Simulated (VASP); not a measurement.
**Ir: relaxation of cell and atoms with PBEsol**

Crystal: Ir.

```
CELL_PARAMETERS angstrom
2.75138 0.00000 0.00000
-1.37569 2.38276 0.00000
0.00000 0.00000 4.46229
ATOMIC_POSITIONS crystal
Ir 0.66667 0.33333 0.75000
Ir 0.33333 0.66667 0.25000
```

This isn't the form of Ir at room conditions, which is fcc.

```json
{
  "Program": "VASP 6.6.1",
  "Task": "relaxation of cell and atoms",
  "Functional": "PBEsol",
  "Potentials or basis": "VASP PAW PBE potentials, release 64 (Ir)",
  "Cutoff": "600 eV",
  "k mesh": "18 × 18 × 10",
  "Occupations": "gaussian, width 0.05 eV",
  "Spin": "no spin polarisation",
  "Dipole correction": "no",
  "Further INCAR settings": "ALGO = Normal; EDIFF = 1e-06; IBRION = 2; EDIFFG = -0.03; NSW = 60; ISIF = 3"
}
```

```json
{
 "Relaxed volume": "14.15 Å³/atom",
 "Relaxed cell": "a = 2.722 Å, b = 2.722 Å, c = 4.412 Å, α = 90.00°, β = 90.00°, γ = 120.00°",
 "Space group after relaxing (to 0.1 Å)": "P6_3/mmc (No. 194)",
 "Energy gained by relaxing": "18.3 meV/atom",
 "Ionic steps": "4",
 "Pressure after relaxing": "-0.1 GPa",
 "Band gap on the k mesh": "zero (bands 9 and 10 overlap by 3.36 eV)"
}
```

The path:
```csv
step,energy change (eV),largest force (eV/Å),pressure (GPa),volume (Å³)
1,0.0000,0.0000,-11.76,29.25
2,0.5826,0.0000,67.05,24.94
3,-0.0364,0.0000,-0.72,28.35
4,-0.0366,0.0000,-0.15,28.31
```

Final structure:
```
CELL_PARAMETERS angstrom
2.72174 0.00000 0.00000
-1.36087 2.35710 0.00000
0.00000 0.00000 4.41226
ATOMIC_POSITIONS crystal
Ir 0.66667 0.33333 0.75000
Ir 0.33333 0.66667 0.25000
```

Levels at points of the mesh, in eV from the Fermi level:
| k point | band 5 | band 6 | band 7 | band 8 | band 9 | band 10 | band 11 | band 12 | band 13 |
| --- | --- | --- | --- | --- | --- | --- | --- | --- | --- |
| (0.00, 0.00, 0.00) | -3.88 | -3.21 | -3.21 | -2.40 | -2.40 | -0.89 | 0.27 | 0.27 | 7.04 |
| (0.50, 0.00, 0.00) | -3.60 | -3.52 | -3.02 | 0.71 | 0.98 | 1.13 | 2.94 | 4.39 | 8.21 |
| (0.00, 0.00, 0.50) | -4.00 | -4.00 | -4.00 | -4.00 | -0.48 | -0.48 | -0.48 | -0.48 | 13.59 |
| (0.50, 0.00, 0.50) | -2.16 | -2.16 | -1.02 | -1.02 | 0.96 | 0.96 | 2.00 | 2.00 | 7.64 |

Wall time 110 s on 1 thread of AMD EPYC 9R45 96-Core Processor (Zen 5), on a shared host, peak memory 0.21 GiB.

Caveat: the PAW data sets were made with another functional, which shifts forces and pressure a little; spin-orbit coupling is left out, which moves the levels of the heavy elements.
